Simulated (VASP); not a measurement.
# AlFe (Pm-3m) in VASP: a series of runs

The runs below take AlFe through single point, with r2SCAN, HSE06.

Everything below comes from runs of VASP 6.6.1. Logs are shortened: lines on timing, memory, paths and dates and some standing lists are left out, and cuts for length are marked.

## Step 1: The cell of the first run

The structure is cubic, space group Pm-3m (No. 221). Conventional cell: a = 2.851 Å, b = 2.851 Å, c = 2.851 Å, α = 90.00°, β = 90.00°, γ = 90.00°. Fe (site symmetry m-3m) has 8 Al at 2.47 Å and 6 Fe at 2.85 Å within 3.3 Å. Al (site symmetry m-3m) has 8 Fe at 2.47 Å and 6 Al at 2.85 Å within 3.3 Å.

## Step 2: Single point, r2SCAN, collinear spin, ferromagnetic start

POSCAR reads:

```
AlFe
1.0
    2.8505955764      0.0000000000      0.0000000000
    0.0000000000      2.8505955764      0.0000000000
    0.0000000000      0.0000000000      2.8505955764
Fe Al
1 1
Direct
    0.5000000000      0.5000000000      0.5000000000
    0.0000000000      0.0000000000      0.0000000000
```

INCAR.step1 reads:

```
SYSTEM = AlFe
ALGO     = Normal         ! electronic algorithm
EDIFF    = 1E-4           ! SCF threshold, eV
ENCUT    = 520            ! plane-wave cutoff, eV
GGA      = PE             ! functional
ISMEAR   = -1             ! smearing method
ISPIN    = 2              ! spin polarisation
LASPH    = .TRUE.         ! aspherical terms in the spheres
LCHARG   = .FALSE.        ! write CHGCAR
LMAXMIX  = 4              ! l up to which the mixer works
LREAL    = .FALSE.        ! projectors in reciprocal space
LWAVE    = .TRUE.         ! write WAVECAR
MAGMOM   = 3 0            ! initial moments
NBANDS   = 16             ! bands
NELM     = 150            ! most SCF steps
PREC     = Accurate       ! precision mode
SIGMA    = 0.05           ! smearing width, eV
```

INCAR.step2 reads:

```
SYSTEM = AlFe
ALGO     = Normal         ! electronic algorithm
EDIFF    = 1E-7           ! SCF threshold, eV
ENCUT    = 520            ! plane-wave cutoff, eV
ISIF     = 2              ! what is computed and relaxed
ISMEAR   = -1             ! smearing method
ISPIN    = 2              ! spin polarisation
ISTART   = 1            
LASPH    = .TRUE.         ! aspherical terms in the spheres
LCHARG   = .TRUE.         ! write CHGCAR
LELF     = .TRUE.         ! ELF
LMAXMIX  = 4              ! l up to which the mixer works
LMIXTAU  = .TRUE.       
LORBIT   = 11             ! projections on sites
LREAL    = .FALSE.        ! projectors in reciprocal space
LVHAR    = .TRUE.       
LWAVE    = .FALSE.        ! write WAVECAR
MAGMOM   = 3 0            ! initial moments
METAGGA  = R2SCAN         ! meta-GGA
NBANDS   = 16             ! bands
NELM     = 150            ! most SCF steps
PREC     = Accurate       ! precision mode
SIGMA    = 0.05           ! smearing width, eV
```

KPOINTS reads:

```
k-points
0
G
  9 9 9
  0 0 0
```

Potentials or basis: VASP PAW PBE potentials, release 64 (Fe, Al).

Run with:

```
cat potpaw_PBE.64/Fe/POTCAR potpaw_PBE.64/Al/POTCAR > POTCAR
cp INCAR.step1 INCAR
mpirun -np 1 vasp_std > vasp.out
cp INCAR.step2 INCAR
mpirun -np 1 vasp_std > vasp.out
```

OUTCAR:

```text
SYSTEM = AlFe
   EDIFF = 1E-7
   ENCUT = 520
   ISIF = 2
   ISMEAR = -1
   ISPIN = 2
   ISTART = 1
   LASPH = .TRUE.
   LORBIT = 11
   LREAL = .FALSE.
   METAGGA = R2SCAN
   NELM = 150
   PREC = Accurate

 ion  position               nearest neighbor table
   1  0.500  0.500  0.500-   2 2.47   2 2.47   2 2.47   2 2.47   2 2.47   2 2.47   2 2.47   2 2.47

   2  0.000  0.000  0.000-   1 2.47   1 2.47   1 2.47   1 2.47   1 2.47   1 2.47   1 2.47   1 2.47

  LATTYP: Found a simple cubic cell.
 ALAT       =     2.8505955764

  Lattice vectors:

 A1 = (   2.8505955764,   0.0000000000,   0.0000000000)
 A2 = (   0.0000000000,   2.8505955764,   0.0000000000)
 A3 = (   0.0000000000,   0.0000000000,   2.8505955764)

Analysis of symmetry for initial positions (statically):
=====================================================================
 Subroutine PRICEL returns:
 Original cell was already a primitive cell.

 Routine SETGRP: Setting up the symmetry group for a
 simple cubic supercell.

 Subroutine GETGRP returns: Found 48 space group operations
 (whereof 48 operations were pure point group operations)
 out of a pool of 48 trial point group operations.

The static configuration has the point symmetry O_h .

Analysis of symmetry for dynamics (positions and initial velocities):
=====================================================================
 Subroutine PRICEL returns:
 Original cell was already a primitive cell.

 Routine SETGRP: Setting up the symmetry group for a
 simple cubic supercell.

 Subroutine GETGRP returns: Found 48 space group operations
 (whereof 48 operations were pure point group operations)
 out of a pool of 48 trial point group operations.

The dynamic configuration has the point symmetry O_h .

Analysis of structural, dynamic, and magnetic symmetry:
=====================================================================
 Subroutine PRICEL returns:
 Original cell was already a primitive cell.

 Routine SETGRP: Setting up the symmetry group for a
 simple cubic supercell.

 Subroutine GETGRP returns: Found 48 space group operations
 (whereof 48 operations were pure point group operations)
 out of a pool of 48 trial point group operations.

The overall configuration has the point symmetry O_h .

 Subroutine INISYM returns: Found 48 space group operations
 (whereof 48 operations are pure point group operations),
 and found     1 'primitive' translations

----------------------------------------------------------------------------------------

                                     Primitive cell

  volume of cell :      23.1636

  direct lattice vectors                    reciprocal lattice vectors
     2.850595576  0.000000000  0.000000000     0.350803884  0.000000000  0.000000000
     0.000000000  2.850595576  0.000000000     0.000000000  0.350803884  0.000000000
     0.000000000  0.000000000  2.850595576     0.000000000  0.000000000  0.350803884

  length of vectors
     2.850595576  2.850595576  2.850595576     0.350803884  0.350803884  0.350803884

  position of ions in fractional coordinates (direct lattice)
     0.500000000  0.500000000  0.500000000
     0.000000000  0.000000000  0.000000000

  ion indices of the primitive-cell ions
   primitive index   ion index
                 1           1
                 2           2

----------------------------------------------------------------------------------------

 KPOINTS: k-points

Automatic generation of k-mesh.
 Grid dimensions read from file:
 generate k-points for:    9    9    9

 Generating k-lattice:

  Cartesian coordinates                     Fractional coordinates (reciprocal lattice)
     0.038978209  0.000000000  0.000000000     0.111111111  0.000000000  0.000000000
     0.000000000  0.038978209  0.000000000     0.000000000  0.111111111  0.000000000
     0.000000000  0.000000000  0.038978209     0.000000000  0.000000000  0.111111111

  Length of vectors
     0.038978209  0.038978209  0.038978209

  Shift w.r.t. Gamma in fractional coordinates (k-lattice)
     0.000000000  0.000000000  0.000000000

 Subroutine IBZKPT returns following result:
 ===========================================

 Found     35 irreducible k-points:

 Following reciprocal coordinates:
            Coordinates               Weight
  0.000000  0.000000  0.000000      1.000000
  0.111111  0.000000  0.000000      6.000000
  0.222222  0.000000  0.000000      6.000000
  0.333333  0.000000  0.000000      6.000000
  0.444444  0.000000  0.000000      6.000000
  0.111111  0.111111  0.000000     12.000000
[... 16 lines left out ...]
  0.333333  0.333333  0.111111     24.000000
  0.444444  0.333333  0.111111     48.000000
 [... further k-points ...]
   k-points           NKPTS =     35   k-points in BZ     NKDIM =     35   number of bands    NBANDS=     16
   number of dos      NEDOS =    301   number of ions     NIONS =      2
   total plane-waves  NPLWV =  13824
   dimension x,y,z NGX =    24 NGY =   24 NGZ =   24
   dimension x,y,z NGXF=    48 NGYF=   48 NGZF=   48
   ions per type =               1   1
   NGX,Y,Z   is equivalent  to a cutoff of  14.00, 14.00, 14.00 a.u.
   NGXF,Y,Z  is equivalent  to a cutoff of  27.99, 27.99, 27.99 a.u.
 SYSTEM =  AlFe
   PREC   = accura    normal or accurate (medium, high low for compatibility)
   ISTART =      1    job   : 0-new  1-cont  2-samecut
   ICHARG =      0    charge: 1-file 2-atom 10-const
   ISPIN  =      2    spin polarized calculation?
   LNONCOLLINEAR =      F non collinear calculations
   LSORBIT =      F    spin-orbit coupling
   LASPH  =      T    aspherical Exc in radial PAW
   ENCUT  =  520.0 eV  38.22 Ry    6.18 a.u.   5.30  5.30  5.30*2*pi/ulx,y,z
   NELM   =    150;   NELMIN=  2; NELMDL=  0     # of ELM steps
   EDIFF  = 0.1E-06   stopping-criterion for ELM
   LREAL  =      F    real-space projection
   EDIFFG = 0.1E-05   stopping-criterion for IOM
   NSW    =      0    number of steps for IOM
   IBRION =     -1    ionic relax: 0-MD 1-quasi-New 2-CG
   NFREE  =      0    steps in history (QN), initial steepest desc. (CG)
   ISIF   =      2    stress and relaxation
   ISYM   =      2    0-nonsym 1-usesym 2-fastsym
   POTIM  = 0.5000    time-step for ionic-motion
   TEBEG  =    0.0;   TEEND  =   0.0 temperature during run
   PSTRESS=    0.0 pullay stress
   NELECT =      11.0000    total number of electrons
   NUPDOWN=      -1.0000    fix difference up-down
   EMIN   =  10.00;   EMAX   =-10.00  energy-range for DOS
   EFERMI =   0.00;   METHOD = LEGACY
   ISMEAR =    -1;   SIGMA  =   0.05  broadening in eV -4-tet -1-fermi 0-gaus
   EFERMI_NEDOS =   21; number of points for ismear=-14 and -15
   IALGO  =     38    algorithm
   IMIX   =      4    mixing-type and parameters
     AMIX     =   0.40;   BMIX     =  1.00
     AMIX_MAG =   1.60;   BMIX_MAG =  1.00
  volume/ion in A,a.u.               =      11.58        78.16
  Fermi-wavevector in a.u.,A,eV,Ry     =   1.277233  2.413620 22.195511  1.631324
  Thomas-Fermi vector in A             =   2.409844
   LORBIT       =     11    0 simple, 1 ext, 2 COOP (PROOUT), +10 PAW based schemes
   METAGGA = R2SCAN    functional components
   LHFCALC =     F    Hartree Fock is set to
   AEXX    =    0.0000 exact exchange contribution
   IVDW    =     0    specifies the selected vdW correction
   LEPSILON=     F    determine dielectric tensor
   LRPA    =     F    only Hartree local field effects (RPA)
 spin polarized calculation
  energy-cutoff  :      520.00
  volume of cell :       23.16
 maximum number of plane-waves:       635
 NGX is ok and might be reduce to    24
   NGX = 11   NGY = 11   NGZ = 11

 number of electron      11.0000001 magnetization       0.7323242

 Free energy of the ion-electron system (eV)
  ---------------------------------------------------
  ext. energy  EPLUGINS =         0.00000000
  ---------------------------------------------------
  free energy    TOTEN  =       -21.37493876 eV

  energy without entropy =      -21.35859715  energy(sigma->0) =      -21.36676796

 E-fermi :   8.2231     XC(G=0): -13.2327

 val. band max:        8.2199157538   @ k =   0.2222   0.0000   0.0000
 cond. band min:       8.2305623887   @ k =   0.2222   0.2222   0.0000
 fundamental gap:      0.0106466350
 Fermi energy:         8.2231034928

 spin component 1

 k-point     1 :       0.0000    0.0000    0.0000
  band No.  band energies     occupation
      1      -2.9189      1.00000
      2       5.4941      1.00000
      3       5.4942      1.00000
      4       7.4095      1.00000
      5       7.4095      1.00000
      6       7.4095      1.00000
[... 8 lines left out ...]
     15      31.3501      0.00000
     16      33.2791      0.00000

 k-point     2 :       0.1111    0.0000    0.0000
  band No.  band energies     occupation
      1      -2.6713      1.00000
      2       5.4618      1.00000
      3       5.5691      1.00000
      4       7.2766      1.00000
      5       7.2766      1.00000
      6       7.4239      1.00000
[... 8 lines left out ...]
     15      31.0071      0.00000
     16      31.3417      0.00000
[... 387 lines left out ...]
      5       6.9078      1.00000
      6       6.9989      1.00000
[... 8 lines left out ...]
     15      30.6143      0.00000
     16      30.8846      0.00000

 k-point    24 :       0.4444    0.3333    0.1111
  band No.  band energies     occupation
      1       2.3417      1.00000
      2       4.1199      1.00000
      3       5.5362      1.00000
      4       6.4062      1.00000
      5       7.0124      1.00000
      6       7.1297      1.00000
[... 8 lines left out ...]
     15      30.1420      0.00000
     16      31.4495      0.00000

 [... further k-points ...]

 spin component 2

 k-point     1 :       0.0000    0.0000    0.0000
  band No.  band energies     occupation
      1      -3.0347      1.00000
      2       5.8708      1.00000
      3       5.8708      1.00000
      4       8.7600      0.00002
      5       8.7600      0.00002
      6       8.7600      0.00002
[... 8 lines left out ...]
     15      31.4858      0.00000
     16      33.2974      0.00000

 k-point     2 :       0.1111    0.0000    0.0000
  band No.  band energies     occupation
      1      -2.7862      1.00000
      2       5.8090      1.00000
      3       5.9544      1.00000
      4       8.5935      0.00061
      5       8.5935      0.00061
      6       8.7768      0.00002
[... 8 lines left out ...]
     15      31.0675      0.00000
     16      31.4661      0.00000
[... 387 lines left out ...]
      5       7.9195      0.99770
      6       8.0552      0.96635
[... 8 lines left out ...]
     15      30.5974      0.00000
     16      31.1056      0.00000

 k-point    24 :       0.4444    0.3333    0.1111
  band No.  band energies     occupation
      1       2.4146      1.00000
      2       4.2730      1.00000
      3       6.0579      1.00000
      4       6.9788      1.00000
      5       8.0458      0.97195
      6       8.1067      0.91121
[... 8 lines left out ...]
     15      30.4542      0.00000
     16      31.4971      0.00000

 [... further k-points ...]
[... 5 lines left out ...]
  --------------------------------------------------------------------------------------
  -------------------------------------------------------------------------------------
  Total       -0.0532976     -0.0532976     -0.0532976      0.0000000     -0.0000000      0.0000000
  in kB       -3.6864778     -3.6864778     -3.6864778      0.0000000     -0.0000000      0.0000000
  external PRESSURE =      -3.6864778 kB  Pullay stress =       0.0000000 kB

 VOLUME and BASIS-vectors are now :
 -----------------------------------------------------------------------------
  energy-cutoff  :      520.00
  volume of cell :       23.16
      direct lattice vectors                 reciprocal lattice vectors
     2.850595576  0.000000000  0.000000000     0.350803884  0.000000000  0.000000000
     0.000000000  2.850595576  0.000000000     0.000000000  0.350803884  0.000000000
     0.000000000  0.000000000  2.850595576     0.000000000  0.000000000  0.350803884

 POSITION                                       TOTAL-FORCE (eV/Angst)
 -----------------------------------------------------------------------------------
      1.42530      1.42530      1.42530         0.000000      0.000000      0.000000
      0.00000      0.00000      0.00000         0.000000      0.000000      0.000000
 -----------------------------------------------------------------------------------
    total drift:                                0.000000     -0.000000     -0.000000

  FREE ENERGIE OF THE ION-ELECTRON SYSTEM (eV)
  ---------------------------------------------------
  free  energy   TOTEN  =       -21.3749387642 eV

  energy  without entropy=      -21.3585971524  energy(sigma->0) =      -21.36676796

 total charge

# of ion       s       p       d       tot
------------------------------------------
    1        0.451   0.553   6.475   7.479
    2        0.401   0.461   0.000   0.862
--------------------------------------------------
tot          0.852   1.015   6.475   8.341

 magnetization (x)

# of ion       s       p       d       tot
------------------------------------------
    1        0.002   0.011   0.801   0.814
    2       -0.012  -0.024   0.000  -0.036
--------------------------------------------------
tot         -0.010  -0.013   0.801   0.778
```

It took 68 s on 1 thread of Intel Xeon 6975P-C, shared host; peak memory 0.17 GiB.

Results:

- Free energy: -21.3749 eV
- Pressure: -0.4 GPa
- Net moment: 0.73 μB per cell
- Site moments: Fe +0.81; Al -0.04 μB
- Valence electrons inside the program's atomic spheres: Fe 7.48; Al 0.86

Levels at points of the mesh, in eV from the Fermi level:
Spin up:
| k point | band 3 | band 4 | band 5 | band 6 | band 7 | band 8 | band 9 | band 10 |
| --- | --- | --- | --- | --- | --- | --- | --- | --- |
| (0.00, 0.00, 0.00) | -2.73 | -0.81 | -0.81 | -0.81 | 6.86 | 6.86 | 6.86 | 9.74 |
Spin down:
```tsv
k point	band 3	band 4	band 5	band 6	band 7	band 8
(0.00, 0.00, 0.00)	-2.35	0.54	0.54	0.54	6.88	6.88
```

Caveat: the PAW data sets were made with another functional, which shifts forces and pressure a little.

[end of part 1 of 2]
